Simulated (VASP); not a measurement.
Input of a VASP 6.6.1 run:

File INCAR:

```
ALGO = Normal
EDIFF = 1E-6
EDIFFG = -0.001
ENCUT = 600
GGA = PE
IBRION = 2
ISIF = 3
ISMEAR = 0
LASPH = True
LCHARG = False
LREAL = False
LWAVE = False
NELM = 100
NSW = 80
PREC = Accurate
SIGMA = 0.01
```

File KPOINTS:

```
k-points
0
Gamma
  12 12 6
```

Contents of POSCAR:

```
SiC
1.0
    3.0919867199      0.0000000000      0.0000000000
   -1.5459933600      2.6777390476      0.0000000000
    0.0000000000      0.0000000000      5.0737648109
Si C
2 2
Direct
    0.3333333333      0.6666666667      0.0045636685
    0.6666666667      0.3333333333      0.5045636685
    0.3333333333      0.6666666667      0.3804363315
    0.6666666667      0.3333333333      0.8804363315
```

Potentials or basis: VASP PAW PBE potentials, release 64 (Si, C).

Launch:

```bash
$ cat potpaw_PBE.64/Si/POTCAR potpaw_PBE.64/C/POTCAR > POTCAR
$ mpirun -np 1 vasp_std > vasp.out
```

Question: What does it give for the relaxed volume?

Answer: 10.49 Å³/atom.

Question: Estimate the relaxed cell.

Answer: a = 3.091 Å, b = 3.091 Å, c = 5.073 Å, α = 90.00°, β = 90.00°, γ = 120.00°.

Final structure:
```
CELL_PARAMETERS angstrom
3.09105 0.00000 0.00000
-1.54552 2.67692 0.00000
0.00000 0.00000 5.07289
ATOMIC_POSITIONS crystal
Si 0.33333 0.66667 0.00458
Si 0.66667 0.33333 0.50458
C 0.33333 0.66667 0.38042
C 0.66667 0.33333 0.88042
```
